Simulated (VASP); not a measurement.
# SnSe (I4mm) in VASP: notebook

The runs below take SnSe through single point, with LDA.

Program: VASP 6.6.1. These are calculated values, not measurements. Logs are shortened: lines on timing, memory, paths and dates and some standing lists are left out, and cuts for length are marked.

## (1) The cell of the first run

The structure is tetragonal, space group I4mm (No. 107). Conventional cell: a = 4.257 Å, b = 4.257 Å, c = 6.020 Å, α = 90.00°, β = 90.00°, γ = 90.00°. Within 3.6 Å of Sn (site symmetry 4mm) lie 6 Se at 2.71 to 3.31 Å. Within 3.6 Å of Se (site symmetry 4mm) lie 6 Sn at 2.71 to 3.31 Å.

## (2) Single point, LDA

INCAR

```
PREC = Accurate
ENCUT = 520
EDIFF = 1E-6
ISMEAR = 0
SIGMA = 0.05
LREAL = False
LASPH = True
NELM = 80
ALGO = Normal
ISIF = 2
LWAVE = False
LCHARG = False
GGA = CA
NBANDS = 17
```

KPOINTS

```
Automatic mesh
0
Gamma
  8 8 8
```

POSCAR

```
SnSe
1.0
    0.0000000000      3.0100000000      3.0100000000
    3.0100000000      0.0000000000      3.0100000000
    3.0100000000      3.0100000000      0.0000000000
Sn Se
1 1
Direct
    0.0000000000      0.0000000000      0.0000000000
    0.5498338870      0.5498338870      0.4501661130
```

Potentials or basis: VASP PAW LDA potentials, release 64 (Sn_d, Se).

Started as:

```console
$ cat potpaw_LDA.64/Sn_d/POTCAR potpaw_LDA.64/Se/POTCAR > POTCAR
$ mpirun -np 1 vasp_std > vasp.out
```

OUTCAR:

```text
PREC = Accurate
   ENCUT = 520
   EDIFF = 1E-6
   ISMEAR = 0
   LREAL = False
   LASPH = True
   NELM = 80
   ISIF = 2
   GGA = CA

 ion  position               nearest neighbor table
   1  0.000  0.000  0.000-   2 2.71   2 3.02   2 3.02   2 3.02   2 3.02
   2  0.550  0.550  0.450-   1 2.71   1 3.02   1 3.02   1 3.02   1 3.02

  LATTYP: Found a face centered cubic cell.
 ALAT       =     6.0200000000

  Lattice vectors:

 A1 = (   0.0000000000,   3.0100000000,   3.0100000000)
 A2 = (   3.0100000000,   0.0000000000,   3.0100000000)
 A3 = (   3.0100000000,   3.0100000000,   0.0000000000)

Analysis of symmetry for initial positions (statically):
=====================================================================
 Subroutine PRICEL returns:
 Original cell was already a primitive cell.

 Routine SETGRP: Setting up the symmetry group for a
 face centered cubic supercell.

 Subroutine GETGRP returns: Found  8 space group operations
 (whereof  8 operations were pure point group operations)
 out of a pool of 48 trial point group operations.

The static configuration has the point symmetry C_4v.

Analysis of symmetry for dynamics (positions and initial velocities):
=====================================================================
 Subroutine PRICEL returns:
 Original cell was already a primitive cell.

 Routine SETGRP: Setting up the symmetry group for a
 face centered cubic supercell.

 Subroutine GETGRP returns: Found  8 space group operations
 (whereof  8 operations were pure point group operations)
 out of a pool of 48 trial point group operations.

The dynamic configuration has the point symmetry C_4v.

 Subroutine INISYM returns: Found  8 space group operations
 (whereof  8 operations are pure point group operations),
 and found     1 'primitive' translations

----------------------------------------------------------------------------------------

                                     Primitive cell

  volume of cell :      54.5418

  direct lattice vectors                    reciprocal lattice vectors
     0.000000000  3.010000000  3.010000000    -0.166112957  0.166112957  0.166112957
     3.010000000  0.000000000  3.010000000     0.166112957 -0.166112957  0.166112957
     3.010000000  3.010000000  0.000000000     0.166112957  0.166112957 -0.166112957

  length of vectors
     4.256782823  4.256782823  4.256782823     0.287716081  0.287716081  0.287716081

  position of ions in fractional coordinates (direct lattice)
     0.000000000  0.000000000  0.000000000
     0.549833887  0.549833887  0.450166113

  ion indices of the primitive-cell ions
   primitive index   ion index
                 1           1
                 2           2

----------------------------------------------------------------------------------------

 KPOINTS: Automatic mesh

Automatic generation of k-mesh.
 Grid dimensions read from file:
 generate k-points for:    8    8    8

 Generating k-lattice:

  Cartesian coordinates                     Fractional coordinates (reciprocal lattice)
    -0.020764120  0.020764120  0.020764120     0.125000000  0.000000000  0.000000000
     0.020764120 -0.020764120  0.020764120     0.000000000  0.125000000  0.000000000
     0.020764120  0.020764120 -0.020764120     0.000000000  0.000000000  0.125000000

  Length of vectors
     0.035964510  0.035964510  0.035964510

  Shift w.r.t. Gamma in fractional coordinates (k-lattice)
     0.000000000  0.000000000  0.000000000

 Subroutine IBZKPT returns following result:
 ===========================================

 Found     59 irreducible k-points:

 Following reciprocal coordinates:
            Coordinates               Weight
  0.000000  0.000000  0.000000      1.000000
  0.125000  0.000000  0.000000      8.000000
  0.250000  0.000000  0.000000      8.000000
  0.375000  0.000000  0.000000      8.000000
  0.500000  0.000000  0.000000      4.000000
  0.125000  0.125000  0.000000      2.000000
[... 16 lines left out ...]
  0.000000  0.375000  0.250000     16.000000
  0.500000  0.250000  0.000000      8.000000
 [... further k-points ...]
   k-points           NKPTS =     59   k-points in BZ     NKDIM =     59   number of bands    NBANDS=     17
   number of dos      NEDOS =    301   number of ions     NIONS =      2
   total plane-waves  NPLWV =  32768
   dimension x,y,z NGX =    32 NGY =   32 NGZ =   32
   dimension x,y,z NGXF=    64 NGYF=   64 NGZF=   64
   ions per type =               1   1
   NGX,Y,Z   is equivalent  to a cutoff of  12.50, 12.50, 12.50 a.u.
   NGXF,Y,Z  is equivalent  to a cutoff of  24.99, 24.99, 24.99 a.u.
 SYSTEM =  unknown system
   PREC   = accura    normal or accurate (medium, high low for compatibility)
   ISTART =      0    job   : 0-new  1-cont  2-samecut
   ICHARG =      2    charge: 1-file 2-atom 10-const
   ISPIN  =      1    spin polarized calculation?
   LNONCOLLINEAR =      F non collinear calculations
   LSORBIT =      F    spin-orbit coupling
   LASPH  =      T    aspherical Exc in radial PAW
   ENCUT  =  520.0 eV  38.22 Ry    6.18 a.u.   7.91  7.91  7.91*2*pi/ulx,y,z
   NELM   =     80;   NELMIN=  2; NELMDL= -5     # of ELM steps
   EDIFF  = 0.1E-05   stopping-criterion for ELM
   LREAL  =      F    real-space projection
   EDIFFG = 0.1E-04   stopping-criterion for IOM
   NSW    =      0    number of steps for IOM
   IBRION =     -1    ionic relax: 0-MD 1-quasi-New 2-CG
   NFREE  =      0    steps in history (QN), initial steepest desc. (CG)
   ISIF   =      2    stress and relaxation
   ISYM   =      2    0-nonsym 1-usesym 2-fastsym
   POTIM  = 0.5000    time-step for ionic-motion
   TEBEG  =    0.0;   TEEND  =   0.0 temperature during run
   PSTRESS=    0.0 pullay stress
   NELECT =      20.0000    total number of electrons
   NUPDOWN=      -1.0000    fix difference up-down
   EMIN   =  10.00;   EMAX   =-10.00  energy-range for DOS
   EFERMI =   0.00;   METHOD = LEGACY
   ISMEAR =     0;   SIGMA  =   0.05  broadening in eV -4-tet -1-fermi 0-gaus
   EFERMI_NEDOS =   21; number of points for ismear=-14 and -15
   IALGO  =     38    algorithm
   IMIX   =      4    mixing-type and parameters
     AMIX     =   0.40;   BMIX     =  1.00
     AMIX_MAG =   1.60;   BMIX_MAG =  1.00
  volume/ion in A,a.u.               =      27.27       184.03
  Fermi-wavevector in a.u.,A,eV,Ry     =   1.171768  2.214321 18.681350  1.373040
  Thomas-Fermi vector in A             =   2.308207
   LORBIT       =      0    0 simple, 1 ext, 2 COOP (PROOUT), +10 PAW based schemes
   GGA     = CA    functional components
   LHFCALC =     F    Hartree Fock is set to
   AEXX    =    0.0000 exact exchange contribution
   IVDW    =     0    specifies the selected vdW correction
   LEPSILON=     F    determine dielectric tensor
   LRPA    =     F    only Hartree local field effects (RPA)
 non-spin polarized calculation
 Gauss-broadening in eV      SIGMA  =   0.05
  energy-cutoff  :      520.00
  volume of cell :       54.54
 maximum number of plane-waves:      1480
   NGX = 15   NGY = 15   NGZ = 15

 number of electron      20.0000005 magnetization

 Free energy of the ion-electron system (eV)
  ---------------------------------------------------
  ext. energy  EPLUGINS =         0.00000000
  ---------------------------------------------------
  free energy    TOTEN  =        -9.45675220 eV

  energy without entropy =       -9.45675220  energy(sigma->0) =       -9.45675220

 E-fermi :   5.4865     XC(G=0):  -9.8658

 val. band max:        5.1961804643   @ k =  -0.2500   0.1250   0.0000
 cond. band min:       6.0835760191   @ k =  -0.3750   0.1250   0.0000
 fundamental gap:      0.8873955547
 Fermi energy:         5.4865004367

 k-point     1 :       0.0000    0.0000    0.0000
  band No.  band energies     occupation
      1     -16.0245      2.00000
      2     -16.0233      2.00000
      3     -16.0181      2.00000
      4     -16.0085      2.00000
      5     -16.0085      2.00000
      6      -8.5523      2.00000
[... 9 lines left out ...]
     16      11.8203      0.00000
     17      13.6325      0.00000

 k-point     2 :       0.1250    0.0000    0.0000
  band No.  band energies     occupation
      1     -16.0251      2.00000
      2     -16.0226      2.00000
      3     -16.0189      2.00000
      4     -16.0076      2.00000
      5     -16.0069      2.00000
      6      -8.4432      2.00000
[... 9 lines left out ...]
     16      11.8589      0.00000
     17      14.5706      0.00000

 k-point     3 :       0.2500    0.0000    0.0000
  band No.  band energies     occupation
      1     -16.0272      2.00000
      2     -16.0241      2.00000
      3     -16.0180      2.00000
      4     -16.0049      2.00000
      5     -16.0028      2.00000
      6      -8.1496      2.00000
[... 9 lines left out ...]
     16      12.6085      0.00000
     17      16.6721      0.00000

 k-point     4 :       0.3750    0.0000    0.0000
  band No.  band energies     occupation
      1     -16.0295      2.00000
      2     -16.0272      2.00000
      3     -16.0160      2.00000
      4     -16.0017      2.00000
      5     -15.9982      2.00000
      6      -7.7960      2.00000
[... 9 lines left out ...]
     16      14.0531      0.00000
     17      16.8308      0.00000

 k-point     5 :       0.5000    0.0000    0.0000
  band No.  band energies     occupation
      1     -16.0306      2.00000
      2     -16.0286      2.00000
      3     -16.0153      2.00000
      4     -16.0002      2.00000
      5     -15.9963      2.00000
      6      -7.6231      2.00000
[... 9 lines left out ...]
     16      15.6088      0.00000
     17      15.6432      0.00000

 k-point     6 :       0.1250    0.1250    0.0000
  band No.  band energies     occupation
      1     -16.0243      2.00000
      2     -16.0233      2.00000
      3     -16.0215      2.00000
      4     -16.0058      2.00000
      5     -16.0058      2.00000
      6      -8.4036      2.00000
[... 9 lines left out ...]
     16      12.6485      0.00000
     17      13.8419      0.00000

 k-point     7 :       0.0000    0.1250    0.1250
  band No.  band energies     occupation
      1     -16.0269      2.00000
      2     -16.0207      2.00000
      3     -16.0179      2.00000
      4     -16.0095      2.00000
      5     -16.0056      2.00000
      6      -8.4082      2.00000
[... 9 lines left out ...]
     16      12.4197      0.00000
     17      14.0363      0.00000

 k-point     8 :       0.2500    0.1250    0.0000
  band No.  band energies     occupation
      1     -16.0259      2.00000
      2     -16.0237      2.00000
      3     -16.0235      2.00000
      4     -16.0028      2.00000
      5     -16.0020      2.00000
      6      -8.1676      2.00000
[... 9 lines left out ...]
     16      13.3404      0.00000
     17      15.1881      0.00000
[... 203 lines left out ...]
      1     -16.0262      2.00000
      2     -16.0217      2.00000
      3     -16.0210      2.00000
      4     -16.0066      2.00000
      5     -16.0033      2.00000
      6      -8.2706      2.00000
[... 9 lines left out ...]
     16      12.8367      0.00000
     17      14.3458      0.00000

 k-point    20 :       0.2500    0.2500    0.0000
  band No.  band energies     occupation
      1     -16.0317      2.00000
      2     -16.0267      2.00000
      3     -16.0205      2.00000
      4     -15.9992      2.00000
      5     -15.9992      2.00000
      6      -8.0020      2.00000
[... 9 lines left out ...]
     16      14.6960      0.00000
     17      14.6960      0.00000

 k-point    21 :       0.0000    0.2500    0.2500
  band No.  band energies     occupation
      1     -16.0360      2.00000
      2     -16.0156      2.00000
      3     -16.0146      2.00000
      4     -16.0119      2.00000
      5     -15.9990      2.00000
      6      -8.0229      2.00000
[... 9 lines left out ...]
     16      14.6092      0.00000
     17      14.8458      0.00000

 k-point    22 :       0.3750    0.2500    0.0000
  band No.  band energies     occupation
      1     -16.0369      2.00000
      2     -16.0264      2.00000
      3     -16.0206      2.00000
      4     -15.9962      2.00000
      5     -15.9953      2.00000
      6      -7.7189      2.00000
[... 9 lines left out ...]
     16      15.2954      0.00000
     17      16.3495      0.00000

 k-point    23 :       0.0000    0.3750    0.2500
  band No.  band energies     occupation
      1     -16.0407      2.00000
      2     -16.0167      2.00000
      3     -16.0120      2.00000
      4     -16.0101      2.00000
      5     -15.9956      2.00000
      6      -7.7499      2.00000
[... 9 lines left out ...]
     16      15.4348      0.00000
     17      16.3992      0.00000

 k-point    24 :       0.5000    0.2500    0.0000
  band No.  band energies     occupation
      1     -16.0384      2.00000
      2     -16.0230      2.00000
      3     -16.0228      2.00000
      4     -15.9961      2.00000
      5     -15.9935      2.00000
      6      -7.4716      2.00000
[... 9 lines left out ...]
     16      16.0224      0.00000
     17      16.7743      0.00000

 [... further k-points ...]
[... 5 lines left out ...]
  --------------------------------------------------------------------------------------
  -------------------------------------------------------------------------------------
  Total       -0.9423512     -0.9423512     -0.0004056      0.0000000      0.0000000      0.0000000
  in kB      -27.6817727    -27.6817727     -0.0119157      0.0000000      0.0000000      0.0000000
  external PRESSURE =     -18.4584871 kB  Pullay stress =       0.0000000 kB

 VOLUME and BASIS-vectors are now :
 -----------------------------------------------------------------------------
  energy-cutoff  :      520.00
  volume of cell :       54.54
      direct lattice vectors                 reciprocal lattice vectors
     0.000000000  3.010000000  3.010000000    -0.166112957  0.166112957  0.166112957
     3.010000000  0.000000000  3.010000000     0.166112957 -0.166112957  0.166112957
     3.010000000  3.010000000  0.000000000     0.166112957  0.166112957 -0.166112957

 POSITION                                       TOTAL-FORCE (eV/Angst)
 -----------------------------------------------------------------------------------
      0.00000      0.00000      0.00000         0.000000      0.000000      0.298544
      3.01000      3.01000      3.31000         0.000000      0.000000     -0.298544
 -----------------------------------------------------------------------------------
    total drift:                               -0.000000     -0.000000     -0.000158

  FREE ENERGIE OF THE ION-ELECTRON SYSTEM (eV)
  ---------------------------------------------------
  free  energy   TOTEN  =        -9.4567521978 eV

  energy  without entropy=       -9.4567521978  energy(sigma->0) =       -9.45675220
```

Run time: 42 s. Hardware: 1 thread of Intel Xeon 8259CL, shared host; peak memory 0.19 GiB.

What came out:

| Quantity | Value |
| --- | --- |
| Free energy | -9.4568 eV |
| Pressure | -1.8 GPa |
| Largest force | 0.299 eV/Å |
| Band gap on the k mesh | 0.89 eV, indirect (least direct gap 0.90 eV) |

Forces in eV/Å, atoms in the order of the input:
```
Sn   0.000  0.000  0.299
Se   0.000  0.000 -0.299
```

Caveat: the cell differs from its parent crystal (all Se atoms moved -0.300 Å, as atom 2 towards its neighbour atom 1 (Sn) at 3.010 Å); spin-orbit coupling is left out, which moves the levels of the heavy elements. A k mesh can miss the band edges.

## (3) Single point, LDA

INCAR

```
PREC = Accurate
ENCUT = 520
EDIFF = 1E-6
ISMEAR = 0
SIGMA = 0.05
LREAL = F
LASPH = T
NELM = 100
ALGO = Normal
ISIF = 2
LWAVE = F
LCHARG = T
LELF = T
LVHAR = T
NBANDS = 17
```

KPOINTS

```
regular mesh
0
Gamma
  8 8 8
```

POSCAR, as its differences from that of step 2:

```diff
@@ -9,2 +9,2 @@
     0.0000000000      0.0000000000      0.0000000000
-    0.5498338870      0.5498338870      0.4501661130
+    0.4626245847      0.4626245847      0.5373754153
```

Potentials or basis: VASP PAW LDA potentials, release 64 (Sn_d, Se).

Started as:

```console
$ cat potpaw_LDA.64/Sn_d/POTCAR potpaw_LDA.64/Se/POTCAR > POTCAR
$ mpirun -np 1 vasp_std > vasp.out
```

Wall time 48 s (1 thread of Intel Xeon 8259CL, shared host); peak memory 0.19 GiB.

Results (log left out):

* Free energy: -9.4714 eV
* Pressure: -2.5 GPa
* Largest force: 0.110 eV/Å
* Band gap on the k mesh: 0.83 eV, indirect (least direct gap 0.85 eV)

Forces in eV/Å, atoms in the order of the input:
```
Sn   0.000  0.000 -0.110
Se   0.000  0.000  0.110
```

Stress tensor (GPa, compression positive):
```
-2.97  0.00  0.00
 0.00 -2.97  0.00
 0.00  0.00 -1.52
```

Levels at points of the mesh, in eV from the valence-band top:
```tsv
k point	band 8	band 9	band 10	band 11	band 12	band 13
(0.00, 0.00, 0.00)	-2.09	-1.93	-1.93	4.08	4.08	4.54
(0.50, 0.00, 0.00)	-1.92	-1.74	0.00	0.85	1.43	1.67
(0.50, 0.50, 0.00)	-4.72	-3.44	-3.44	3.19	5.48	5.48
(0.00, 0.50, 0.50)	-5.28	-3.40	-3.38	2.83	5.63	5.79
```

Caveat: the cell differs from its parent crystal (all Se atoms moved +0.225 Å, as atom 2 towards its neighbour atom 1 (Sn) at 3.010 Å); spin-orbit coupling is left out, which moves the levels of the heavy elements.
